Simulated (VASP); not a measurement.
# H (P6_3/mmc) in VASP: further runs

H is run at these levels: PBE; tasks: electric field gradients.

Everything below comes from runs of VASP 6.6.1. Logs are shortened: lines on timing, memory, paths and dates and some standing lists are left out, and cuts for length are marked.

## 1. The cell of the first run

It takes space group P6_3/mmc (No. 194, hexagonal). The conventional cell has a = 1.919 Å, b = 1.919 Å, c = 1.892 Å, α = 90.00°, β = 90.00°, γ = 120.00°. Within 1.9 Å of H (site symmetry -6m2) lie 8 H at 1.46 to 1.89 Å.

## 2. Electric field gradients, PBE (volume scaled by 0.98)

File INCAR:

```
SYSTEM = H
ALGO     = Normal         ! electronic algorithm
EDIFF    = 1E-8           ! SCF threshold, eV
ENCUT    = 520            ! plane-wave cutoff, eV
GGA      = PE             ! functional
ISIF     = 2              ! what is computed and relaxed
ISMEAR   = -1             ! smearing method
LASPH    = .TRUE.         ! aspherical terms in the spheres
LCHARG   = .FALSE.        ! write CHGCAR
LEFG     = .TRUE.       
LREAL    = .FALSE.        ! projectors in reciprocal space
LWAVE    = .FALSE.        ! write WAVECAR
NBANDS   = 8              ! bands
NELM     = 100            ! most SCF steps
PREC     = Accurate       ! precision mode
SIGMA    = 0.05           ! smearing width, eV
```

File KPOINTS:

```
k-points
0
G
  17 17 9
  0 0 0
```

File POSCAR:

```
H
1.0
    1.9193272223      0.0000000000      0.0000000000
   -0.9596636112      1.6621861327      0.0000000000
    0.0000000000      0.0000000000      1.8919284493
H
2
Direct
    0.3333333333      0.6666666667      0.2500000000
    0.6666666667      0.3333333333      0.7500000000
```

Potentials or basis: VASP PAW PBE potentials, release 64 (H).

Started as:

```sh
> cat potpaw_PBE.64/H/POTCAR > POTCAR
> mpirun -np 1 vasp_std > vasp.out
```

OUTCAR:

```text
SYSTEM = H
   EDIFF = 1E-8
   ENCUT = 520
   GGA = PE
   ISIF = 2
   ISMEAR = -1
   LASPH = .TRUE.
   LREAL = .FALSE.
   NELM = 100
   PREC = Accurate

 ion  position               nearest neighbor table
   1  0.333  0.667  0.250-
   2  0.667  0.333  0.750-

  LATTYP: Found a hexagonal cell.
 ALAT       =     1.9193272223
 C/A-ratio  =     0.9857248036

  Lattice vectors:

 A1 = (   1.9193272223,   0.0000000000,   0.0000000000)
 A2 = (  -0.9596636112,   1.6621861327,   0.0000000000)
 A3 = (   0.0000000000,   0.0000000000,   1.8919284493)

Analysis of symmetry for initial positions (statically):
=====================================================================
 Subroutine PRICEL returns:
 Original cell was already a primitive cell.

 Routine SETGRP: Setting up the symmetry group for a
 hexagonal supercell.

 Subroutine GETGRP returns: Found 24 space group operations
 (whereof 12 operations were pure point group operations)
 out of a pool of 24 trial point group operations.

The static configuration has the point symmetry D_3d.
 The point group associated with its full space group is D_6h.

Analysis of symmetry for dynamics (positions and initial velocities):
=====================================================================
 Subroutine PRICEL returns:
 Original cell was already a primitive cell.

 Routine SETGRP: Setting up the symmetry group for a
 hexagonal supercell.

 Subroutine GETGRP returns: Found 24 space group operations
 (whereof 12 operations were pure point group operations)
 out of a pool of 24 trial point group operations.

The dynamic configuration has the point symmetry D_3d.
 The point group associated with its full space group is D_6h.

 Subroutine INISYM returns: Found 24 space group operations
 (whereof 12 operations are pure point group operations),
 and found     1 'primitive' translations

----------------------------------------------------------------------------------------

                                     Primitive cell

  volume of cell :       6.0358

  direct lattice vectors                    reciprocal lattice vectors
     1.919327222  0.000000000  0.000000000     0.521015900  0.300808670  0.000000000
    -0.959663611  1.662186133  0.000000000     0.000000000  0.601617340  0.000000000
     0.000000000  0.000000000  1.891928449     0.000000000  0.000000000  0.528561215

  length of vectors
     1.919327222  1.919327222  1.891928449     0.601617340  0.601617340  0.528561215

  position of ions in fractional coordinates (direct lattice)
     0.333333333  0.666666667  0.250000000
     0.666666667  0.333333333  0.750000000

  ion indices of the primitive-cell ions
   primitive index   ion index
                 1           1
                 2           2

----------------------------------------------------------------------------------------

 KPOINTS: k-points

Automatic generation of k-mesh.
 Grid dimensions read from file:
 generate k-points for:   17   17    9

 Generating k-lattice:

  Cartesian coordinates                     Fractional coordinates (reciprocal lattice)
     0.030647994  0.017694628  0.000000000     0.058823529  0.000000000  0.000000000
     0.000000000  0.035389255  0.000000000     0.000000000  0.058823529  0.000000000
     0.000000000  0.000000000  0.058729024     0.000000000  0.000000000  0.111111111

  Length of vectors
     0.035389255  0.035389255  0.058729024

  Shift w.r.t. Gamma in fractional coordinates (k-lattice)
     0.000000000  0.000000000  0.000000000

 Subroutine IBZKPT returns following result:
 ===========================================

 Found    165 irreducible k-points:

 Following reciprocal coordinates:
            Coordinates               Weight
  0.000000  0.000000  0.000000      1.000000
  0.058824  0.000000  0.000000      6.000000
  0.117647 -0.000000  0.000000      6.000000
  0.176471  0.000000  0.000000      6.000000
  0.235294 -0.000000  0.000000      6.000000
  0.294118 -0.000000  0.000000      6.000000
[... 16 lines left out ...]
  0.411765  0.117647  0.000000     12.000000
  0.176471  0.176471  0.000000      6.000000
 [... further k-points ...]
   k-points           NKPTS =    165   k-points in BZ     NKDIM =    165   number of bands    NBANDS=      8
   number of dos      NEDOS =    301   number of ions     NIONS =      2
   total plane-waves  NPLWV =   2744
   dimension x,y,z NGX =    14 NGY =   14 NGZ =   14
   dimension x,y,z NGXF=    28 NGYF=   28 NGZF=   28
   ions per type =               2
   NGX,Y,Z   is equivalent  to a cutoff of  12.13, 12.13, 12.30 a.u.
   NGXF,Y,Z  is equivalent  to a cutoff of  24.25, 24.25, 24.60 a.u.
 SYSTEM =  H
   PREC   = accura    normal or accurate (medium, high low for compatibility)
   ISTART =      0    job   : 0-new  1-cont  2-samecut
   ICHARG =      2    charge: 1-file 2-atom 10-const
   ISPIN  =      1    spin polarized calculation?
   LNONCOLLINEAR =      F non collinear calculations
   LSORBIT =      F    spin-orbit coupling
   LASPH  =      T    aspherical Exc in radial PAW
   ENCUT  =  520.0 eV  38.22 Ry    6.18 a.u.   3.57  3.57  3.52*2*pi/ulx,y,z
   NELM   =    100;   NELMIN=  2; NELMDL= -5     # of ELM steps
   EDIFF  = 0.1E-07   stopping-criterion for ELM
   LREAL  =      F    real-space projection
   EDIFFG = 0.1E-06   stopping-criterion for IOM
   NSW    =      0    number of steps for IOM
   IBRION =     -1    ionic relax: 0-MD 1-quasi-New 2-CG
   NFREE  =      0    steps in history (QN), initial steepest desc. (CG)
   ISIF   =      2    stress and relaxation
   ISYM   =      2    0-nonsym 1-usesym 2-fastsym
   POTIM  = 0.5000    time-step for ionic-motion
   TEBEG  =    0.0;   TEEND  =   0.0 temperature during run
   PSTRESS=    0.0 pullay stress
   NELECT =       2.0000    total number of electrons
   NUPDOWN=      -1.0000    fix difference up-down
   EMIN   =  10.00;   EMAX   =-10.00  energy-range for DOS
   EFERMI =   0.00;   METHOD = LEGACY
   ISMEAR =    -1;   SIGMA  =   0.05  broadening in eV -4-tet -1-fermi 0-gaus
   EFERMI_NEDOS =   21; number of points for ismear=-14 and -15
   IALGO  =     38    algorithm
   IMIX   =      4    mixing-type and parameters
     AMIX     =   0.40;   BMIX     =  1.00
     AMIX_MAG =   1.60;   BMIX_MAG =  1.00
  volume/ion in A,a.u.               =       3.02        20.37
  Fermi-wavevector in a.u.,A,eV,Ry     =   1.132853  2.140782 17.461129  1.283357
  Thomas-Fermi vector in A             =   2.269555
   LORBIT       =      0    0 simple, 1 ext, 2 COOP (PROOUT), +10 PAW based schemes
   GGA     = PE    functional components
   LHFCALC =     F    Hartree Fock is set to
   AEXX    =    0.0000 exact exchange contribution
   IVDW    =     0    specifies the selected vdW correction
   LEPSILON=     F    determine dielectric tensor
   LRPA    =     F    only Hartree local field effects (RPA)
 non-spin polarized calculation
  energy-cutoff  :      520.00
  volume of cell :        6.04
 maximum number of plane-waves:       175
   NGX =  7   NGY =  7   NGZ =  7

 number of electron       2.0000000 magnetization

 Free energy of the ion-electron system (eV)
  ---------------------------------------------------
  ext. energy  EPLUGINS =         0.00000000
  ---------------------------------------------------
  free energy    TOTEN  =        -4.53961251 eV

  energy without entropy =       -4.53796552  energy(sigma->0) =       -4.53878902

 E-fermi :   2.9171     XC(G=0): -10.9586

 val. band max:        2.8778695604   @ k =   0.3529   0.2941   0.1111
 cond. band min:       2.9367842936   @ k =   0.4118   0.1765   0.1111
 fundamental gap:      0.0589147332
 Fermi energy:         2.9170754503

 k-point     1 :       0.0000    0.0000    0.0000
  band No.  band energies     occupation
      1     -13.5585      2.00000
      2      19.8914      0.00000
      3      31.3223      0.00000
      4      39.4160      0.00000
      5      41.9812      0.00000
      6      42.3641      0.00000
      7      42.3641      0.00000
      8      45.4018      0.00000
[... 243 lines left out ...]
 k-point    24 :       0.1765    0.1765    0.0000
  band No.  band energies     occupation
      1      -8.7426      2.00000
      2      12.4637      0.00000
      3      20.4640      0.00000
      4      32.1181      0.00000
      5      36.3466      0.00000
      6      46.1411      0.00000
      7      47.7831      0.00000
      8      55.9501      0.00000

 [... further k-points ...]
[... 5 lines left out ...]
  --------------------------------------------------------------------------------------
  -------------------------------------------------------------------------------------
  Total        0.0648962      0.0648962      0.0649997     -0.0000000     -0.0000000     -0.0000000
  in kB       17.2264851     17.2264851     17.2539373     -0.0000000     -0.0000000     -0.0000000
  external PRESSURE =      17.2356358 kB  Pullay stress =       0.0000000 kB

 VOLUME and BASIS-vectors are now :
 -----------------------------------------------------------------------------
  energy-cutoff  :      520.00
  volume of cell :        6.04
      direct lattice vectors                 reciprocal lattice vectors
     1.919327222  0.000000000  0.000000000     0.521015900  0.300808670  0.000000000
    -0.959663611  1.662186133  0.000000000     0.000000000  0.601617340  0.000000000
     0.000000000  0.000000000  1.891928449     0.000000000  0.000000000  0.528561215

 POSITION                                       TOTAL-FORCE (eV/Angst)
 -----------------------------------------------------------------------------------
     -0.00000      1.10812      0.47298         0.000000      0.000000      0.000000
      0.95966      0.55406      1.41895        -0.000000      0.000000      0.000000
 -----------------------------------------------------------------------------------
    total drift:                                0.000000     -0.000000      0.000000

  FREE ENERGIE OF THE ION-ELECTRON SYSTEM (eV)
  ---------------------------------------------------
  free  energy   TOTEN  =        -4.5396125091 eV

  energy  without entropy=       -4.5379655229  energy(sigma->0) =       -4.53878902

 Electric field gradients (V/A^2)
---------------------------------------------------------------------
 ion       V_xx      V_yy      V_zz      V_xy      V_xz      V_yz
---------------------------------------------------------------------
   1       0.015     0.015    -0.030     0.000     0.000     0.000
   2       0.015     0.015    -0.030     0.000     0.000     0.000
---------------------------------------------------------------------

 Electric field gradients after diagonalization (V/A^2)
 (convention: |V_zz| > |V_xx| > |V_yy|)
----------------------------------------------------------------------
 ion       V_xx      V_yy      V_zz     asymmetry (V_yy - V_xx)/ V_zz
----------------------------------------------------------------------
   1       0.015     0.015    -0.030       0.007
   2       0.015     0.015    -0.030       0.007
----------------------------------------------------------------------

           NMR quadrupolar parameters

 Cq : quadrupolar parameter    Cq=e*Q*V_zz/h
 eta: asymmetry parameters     (V_yy - V_xx)/ V_zz
 Q  : nuclear electric quadrupole moment in mb (millibarn)
----------------------------------------------------------------------
 ion       Cq(MHz)       eta       Q (mb)
----------------------------------------------------------------------
   1      -0.000       0.007       1.000
   2      -0.000       0.007       1.000
----------------------------------------------------------------------
```

Run time: 3 s. Hardware: 1 thread of Intel Xeon 6975P-C (Granite Rapids), shared host; peak memory 0.11 GiB.

Results:

```
Free energy            : -4.5396 eV
Pressure               : 1.7 GPa
Band gap on the k mesh : zero (band 1 reaches 6.91 eV, above the bottom of band 2 at -1.06 eV)
```

Caveat: the k points lie up to 0.37 Å⁻¹ apart; without QUAD_EFG the Cq values of the log hold for a quadrupole moment of 1 mb, not for the nuclei.

(Continued in part 2 of 3.)
